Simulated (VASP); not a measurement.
# Ti16Si (a cell with a defect) in VASP: single point with PBE

Aim: the single point of Ti16Si (a cell with a defect) with PBE.

Everything below comes from runs of VASP 6.6.1. Logs are shortened: lines on timing, memory, paths and dates and some standing lists are left out, and cuts for length are marked.

## Step 1: The cell of the first run

The cell holds a defect, 17 atoms: a = 7.284 Å, b = 7.284 Å, c = 7.284 Å, α = 65.98°, β = 65.98°, γ = 65.98°.

## Step 2: Single point, PBE

INCAR reads:

```
  PREC = Accurate
  ENCUT = 520
  EDIFF = 1E-6
  ISMEAR = 0
  SIGMA = 0.1
  LREAL = Auto
  LASPH = True
  NELM = 60
  ALGO = Normal
  ISIF = 2
  LWAVE = False
  LCHARG = False
  GGA = PE
  NBANDS = 112
```

KPOINTS reads:

```
Automatic mesh
0
Gamma
  4 4 4
  0.5 0.5 0.5
```

POSCAR reads:

```
Ti16Si
1.0
    2.2897681504     -3.9659947741      5.6643452958
    2.2897681504      3.9659947741      5.6643452958
   -4.5795363009      0.0000000000      5.6643452958
Si Ti
1 16
Direct
    0.4468220423      0.4468220423      0.4468220423
    0.6658907258      0.6658907258      0.6658907258
    0.8331806096      0.8331806096      0.8331806096
    1.0003750950      0.0003750380      0.0003750993
    0.1671637145      0.1671637145      0.1671637145
    0.7514693937      0.4168063203      0.0824001593
    0.9139185329      0.5872176485      0.2470273720
    0.0824002235      0.7514694359      0.4168062140
    0.2470274498      0.9139183941      0.5872177096
    0.4168063290      0.0824001899      0.7514693544
    0.5872176969      0.2470273848      0.9139184718
    0.0824001172      0.4168062562      0.7514695000
    0.2470273848      0.5872176969      0.9139184718
    0.4168063203      0.7514693937      0.0824001593
    0.5872176485      0.9139185329      0.2470273720
    0.7514694359      0.0824002235      0.4168062140
    0.9139184529      0.2470275086      0.5872177684
```

Potentials or basis: VASP PAW PBE potentials, release 64 (Si, Ti_sv).

Command:

```bash
$ cat potpaw_PBE.64/Si/POTCAR potpaw_PBE.64/Ti_sv/POTCAR > POTCAR
$ mpirun -np 1 vasp_std > vasp.out
```

OUTCAR:

```text
PREC = Accurate
   ENCUT = 520
   EDIFF = 1E-6
   ISMEAR = 0
   LREAL = Auto
   LASPH = True
   NELM = 60
   ISIF = 2
   GGA = PE

 ion  position               nearest neighbor table
   1  0.447  0.447  0.447-  10 2.70   8 2.70  16 2.70  14 2.70   6 2.70  12 2.70
   2  0.666  0.666  0.666-   3 2.84
   3  0.833  0.833  0.833-   4 2.84   2 2.84
   4  0.000  0.000  0.000-   5 2.83   3 2.84
   5  0.167  0.167  0.167-   4 2.83
   6  0.751  0.417  0.082-  12 2.62  16 2.65  14 2.65   1 2.70   7 2.82  11 2.85
   7  0.914  0.587  0.247-  15 2.59  13 2.64  17 2.70   6 2.82   8 2.85
   8  0.082  0.751  0.417-  16 2.62  14 2.65  12 2.65   1 2.70   9 2.82   7 2.85
   9  0.247  0.914  0.587-  13 2.59  17 2.64  15 2.70   8 2.82  10 2.85
  10  0.417  0.082  0.751-  14 2.62  12 2.65  16 2.65   1 2.70  11 2.82   9 2.85
  11  0.587  0.247  0.914-  17 2.59  15 2.64  13 2.70  10 2.82   6 2.85
  12  0.082  0.417  0.751-   6 2.62  10 2.65   8 2.65   1 2.70  13 2.82  17 2.85
  13  0.247  0.587  0.914-   9 2.59   7 2.64  11 2.70  12 2.82  14 2.85
  14  0.417  0.751  0.082-  10 2.62   8 2.65   6 2.65   1 2.70  15 2.82  13 2.85
  15  0.587  0.914  0.247-   7 2.59  11 2.64   9 2.70  14 2.82  16 2.85
  16  0.751  0.082  0.417-   8 2.62   6 2.65  10 2.65   1 2.70  17 2.82  15 2.85
  17  0.914  0.247  0.587-  11 2.59   9 2.64   7 2.70  16 2.82  12 2.85

  LATTYP: Found a trigonal (rhomboedric) cell.
 ALAT       =     7.2840208924
 COS(alpha) =     0.4070857267

  Lattice vectors:

 A1 = (   2.2897681504,  -3.9659947741,   5.6643452958)
 A2 = (   2.2897681504,   3.9659947741,   5.6643452958)
 A3 = (  -4.5795363009,   0.0000000000,   5.6643452958)

Analysis of symmetry for initial positions (statically):
=====================================================================
 Subroutine PRICEL returns:
 Original cell was already a primitive cell.

 Routine SETGRP: Setting up the symmetry group for a
 trigonal (rhombohedral) supercell.

 Subroutine GETGRP returns: Found  6 space group operations
 (whereof  6 operations were pure point group operations)
 out of a pool of 12 trial point group operations.

The static configuration has the point symmetry C_3v.

Analysis of symmetry for dynamics (positions and initial velocities):
=====================================================================
 Subroutine PRICEL returns:
 Original cell was already a primitive cell.

 Routine SETGRP: Setting up the symmetry group for a
 trigonal (rhombohedral) supercell.

 Subroutine GETGRP returns: Found  6 space group operations
 (whereof  6 operations were pure point group operations)
 out of a pool of 12 trial point group operations.

The dynamic configuration has the point symmetry C_3v.

 Subroutine INISYM returns: Found  6 space group operations
 (whereof  6 operations are pure point group operations),
 and found     1 'primitive' translations

----------------------------------------------------------------------------------------

                                     Primitive cell

  volume of cell :     308.6346

  direct lattice vectors                    reciprocal lattice vectors
     2.289768150 -3.965994774  5.664345296     0.072787573 -0.126071775  0.058847637
     2.289768150  3.965994774  5.664345296     0.072787573  0.126071775  0.058847637
    -4.579536301  0.000000000  5.664345296    -0.145575146  0.000000000  0.058847637

  length of vectors
     7.284020892  7.284020892  7.284020892     0.157019641  0.157019641  0.157019641

  position of ions in fractional coordinates (direct lattice)
     0.446822042  0.446822042  0.446822042
     0.665890726  0.665890726  0.665890726
     0.833180610  0.833180610  0.833180610
     0.000375095  0.000375038  0.000375099
     0.167163714  0.167163714  0.167163714
     0.751469394  0.416806320  0.082400159
[... 9 lines left out ...]
     0.751469436  0.082400224  0.416806214
     0.913918453  0.247027509  0.587217768

  ion indices of the primitive-cell ions
   primitive index   ion index
                 1           1
                 2           2
                 3           3
                 4           4
                 5           5
                 6           6
[... 9 lines left out ...]
                16          16
                17          17

----------------------------------------------------------------------------------------

 KPOINTS: Automatic mesh

Automatic generation of k-mesh.
 Grid dimensions read from file:
 generate k-points for:    4    4    4

 Generating k-lattice:

  Cartesian coordinates                     Fractional coordinates (reciprocal lattice)
     0.018196893 -0.031517944  0.014711909     0.250000000  0.000000000  0.000000000
     0.018196893  0.031517944  0.014711909     0.000000000  0.250000000  0.000000000
    -0.036393787  0.000000000  0.014711909     0.000000000  0.000000000  0.250000000

  Length of vectors
     0.039254910  0.039254910  0.039254910

  Shift w.r.t. Gamma in fractional coordinates (k-lattice)
     0.500000000  0.500000000  0.500000000

 Subroutine IBZKPT returns following result:
 ===========================================

 Found     10 irreducible k-points:

 Following reciprocal coordinates:
            Coordinates               Weight
  0.125000  0.125000  0.125000      2.000000
  0.375000  0.125000  0.125000      6.000000
 -0.375000  0.125000  0.125000      6.000000
 -0.125000  0.125000  0.125000      6.000000
  0.375000  0.375000  0.125000      6.000000
 -0.375000  0.375000  0.125000     12.000000
 -0.125000  0.375000  0.125000     12.000000
 -0.375000 -0.375000  0.125000      6.000000
  0.375000  0.375000  0.375000      2.000000
 -0.375000  0.375000  0.375000      6.000000
   k-points           NKPTS =     10   k-points in BZ     NKDIM =     10   number of bands    NBANDS=    112
   number of dos      NEDOS =    301   number of ions     NIONS =     17
   total plane-waves  NPLWV = 157464
   dimension x,y,z NGX =    54 NGY =   54 NGZ =   54
   dimension x,y,z NGXF=   108 NGYF=  108 NGZF=  108
   ions per type =               1  16
   NGX,Y,Z   is equivalent  to a cutoff of  12.32, 12.32, 12.32 a.u.
   NGXF,Y,Z  is equivalent  to a cutoff of  24.65, 24.65, 24.65 a.u.
 SYSTEM =  unknown system
   PREC   = accura    normal or accurate (medium, high low for compatibility)
   ISTART =      0    job   : 0-new  1-cont  2-samecut
   ICHARG =      2    charge: 1-file 2-atom 10-const
   ISPIN  =      1    spin polarized calculation?
   LNONCOLLINEAR =      F non collinear calculations
   LSORBIT =      F    spin-orbit coupling
   LASPH  =      T    aspherical Exc in radial PAW
   ENCUT  =  520.0 eV  38.22 Ry    6.18 a.u.  13.54 13.54 13.54*2*pi/ulx,y,z
   NELM   =     60;   NELMIN=  2; NELMDL= -5     # of ELM steps
   EDIFF  = 0.1E-05   stopping-criterion for ELM
   LREAL  =      T    real-space projection
   EDIFFG = 0.1E-04   stopping-criterion for IOM
   NSW    =      0    number of steps for IOM
   IBRION =     -1    ionic relax: 0-MD 1-quasi-New 2-CG
   NFREE  =      0    steps in history (QN), initial steepest desc. (CG)
   ISIF   =      2    stress and relaxation
   ISYM   =      2    0-nonsym 1-usesym 2-fastsym
   POTIM  = 0.5000    time-step for ionic-motion
   TEBEG  =    0.0;   TEEND  =   0.0 temperature during run
   PSTRESS=    0.0 pullay stress
   NELECT =     196.0000    total number of electrons
   NUPDOWN=      -1.0000    fix difference up-down
   EMIN   =  10.00;   EMAX   =-10.00  energy-range for DOS
   EFERMI =   0.00;   METHOD = LEGACY
   ISMEAR =     0;   SIGMA  =   0.10  broadening in eV -4-tet -1-fermi 0-gaus
   EFERMI_NEDOS =   21; number of points for ismear=-14 and -15
   IALGO  =     38    algorithm
   IMIX   =      4    mixing-type and parameters
     AMIX     =   0.40;   BMIX     =  1.00
     AMIX_MAG =   1.60;   BMIX_MAG =  1.00
  volume/ion in A,a.u.               =      18.15       122.52
  Fermi-wavevector in a.u.,A,eV,Ry     =   1.407166  2.659158 26.941114  1.980116
  Thomas-Fermi vector in A             =   2.529453
   LORBIT       =      0    0 simple, 1 ext, 2 COOP (PROOUT), +10 PAW based schemes
   GGA     = PE    functional components
   LHFCALC =     F    Hartree Fock is set to
   AEXX    =    0.0000 exact exchange contribution
   IVDW    =     0    specifies the selected vdW correction
   LEPSILON=     F    determine dielectric tensor
   LRPA    =     F    only Hartree local field effects (RPA)
 non-spin polarized calculation
 Gauss-broadening in eV      SIGMA  =   0.10
  energy-cutoff  :      520.00
  volume of cell :      308.63
 maximum number of plane-waves:      8334
 NGX is ok and might be reduce to    54
   NGX = 27   NGY = 27   NGZ = 27

 number of electron     195.9999981 magnetization

 Free energy of the ion-electron system (eV)
  ---------------------------------------------------
  ext. energy  EPLUGINS =         0.00000000
  ---------------------------------------------------
  free energy    TOTEN  =      -128.26105896 eV

  energy without entropy =     -128.14373870  energy(sigma->0) =     -128.20239883

 E-fermi :   7.5455     XC(G=0): -11.1611

 val. band max:        7.5422749516   @ k =   0.3750   0.1250   0.1250
 cond. band min:       7.5536529525   @ k =  -0.3750   0.3750   0.3750
 fundamental gap:      0.0113780009
 Fermi energy:         7.5454980083

 k-point     1 :       0.1250    0.1250    0.1250
  band No.  band energies     occupation
      1     -49.2153      2.00000
      2     -49.1859      2.00000
      3     -49.1483      2.00000
      4     -49.1195      2.00000
      5     -49.0363      2.00000
      6     -48.9730      2.00000
[... 102 lines left out ...]
    109       8.3764      0.00000
    110       8.5326      0.00000

 k-point     2 :       0.3750    0.1250    0.1250
  band No.  band energies     occupation
      1     -49.2139      2.00000
      2     -49.1852      2.00000
      3     -49.1485      2.00000
      4     -49.1203      2.00000
      5     -49.0295      2.00000
      6     -48.9907      2.00000
[... 896 lines left out ...]
 k-point    10 :      -0.3750    0.3750    0.3750
  band No.  band energies     occupation
      1     -49.2127      2.00000
      2     -49.1837      2.00000
      3     -49.1495      2.00000
      4     -49.1222      2.00000
      5     -49.0245      2.00000
      6     -48.9907      2.00000
[... 102 lines left out ...]
    109       8.6367      0.00000
    110       8.6957      0.00000
 [bands above 110 left out]

------------------------ aborting loop because EDIFF is reached ----------------------------------------

  FORCE on cell =-STRESS in cart. coord.  units (eV):
  Direction    XX          YY          ZZ          XY          YZ          ZX
  --------------------------------------------------------------------------------------
  -------------------------------------------------------------------------------------
  Total       -4.8551636     -4.8551636     -8.2850068      0.0000000      0.0000000      0.0000000
  in kB      -25.2040211    -25.2040211    -43.0089492      0.0000000      0.0000000      0.0000000
  external PRESSURE =     -31.1389972 kB  Pullay stress =       0.0000000 kB

 VOLUME and BASIS-vectors are now :
 -----------------------------------------------------------------------------
  energy-cutoff  :      520.00
  volume of cell :      308.63
      direct lattice vectors                 reciprocal lattice vectors
     2.289768150 -3.965994774  5.664345296     0.072787573 -0.126071775  0.058847637
     2.289768150  3.965994774  5.664345296     0.072787573  0.126071775  0.058847637
    -4.579536301  0.000000000  5.664345296    -0.145575146  0.000000000  0.058847637

 POSITION                                       TOTAL-FORCE (eV/Angst)
 -----------------------------------------------------------------------------------
     -0.00000      0.00000      7.59286        -0.000000     -0.000000      0.521851
     -0.00000      0.00000     11.31551         0.000000     -0.000000     -0.047218
     -0.00000      0.00000     14.15827        -0.000000     -0.000000      0.011508
     -0.00000     -0.00000      0.00637         0.000000     -0.000000     -0.019105
     -0.00000      0.00000      2.84062         0.000000     -0.000000     -0.013733
      2.29773     -1.32727      7.08426        -0.017687      0.003947     -0.025905
[... 9 lines left out ...]
      0.00059     -2.65352      7.08426         0.005426      0.017291     -0.025905
     -0.03089     -2.64489      9.90220        -0.008706      0.025017     -0.049646
 -----------------------------------------------------------------------------------
    total drift:                               -0.001520      0.000458     -0.091587

  FREE ENERGIE OF THE ION-ELECTRON SYSTEM (eV)
  ---------------------------------------------------
  free  energy   TOTEN  =      -128.2610589626 eV

  energy  without entropy=     -128.1437387016  energy(sigma->0) =     -128.20239883
```

Wall time 15 min (1 thread of Intel Xeon Platinum 8488C (Sapphire Rapids), shared host); peak memory 0.5 GiB.

What came out:

```yaml
Free_energy: -128.2611 eV
Pressure: -3.1 GPa
Largest_force: 0.522 eV/Å
Band_gap_on_the_k_mesh: zero (bands 98 and 99 overlap by 0.06 eV)
```

Forces on the atoms (eV/Å):
```
Si   0.000  0.000  0.522
Ti   0.000  0.000 -0.047
Ti   0.000  0.000  0.012
Ti   0.000  0.000 -0.019
Ti   0.000  0.000 -0.014
Ti  -0.018  0.004 -0.026
Ti  -0.017  0.020 -0.050
Ti   0.005 -0.017 -0.026
Ti  -0.009 -0.025 -0.050
Ti   0.012  0.013 -0.026
Ti   0.026  0.005 -0.050
Ti   0.012 -0.013 -0.026
Ti   0.026 -0.005 -0.050
Ti  -0.018 -0.004 -0.026
Ti  -0.017 -0.020 -0.050
Ti   0.005  0.017 -0.026
Ti  -0.009  0.025 -0.050
```

Levels at points of the mesh, in eV from the Fermi level:
| k point | band 94 | band 95 | band 96 | band 97 | band 98 | band 99 | band 100 | band 101 | band 102 | band 103 |
| --- | --- | --- | --- | --- | --- | --- | --- | --- | --- | --- |
| (0.12, 0.12, 0.12) | -0.21 | -0.08 | -0.08 | 0.01 | 0.01 | 0.18 | 0.18 | 0.20 | 0.34 | 0.34 |
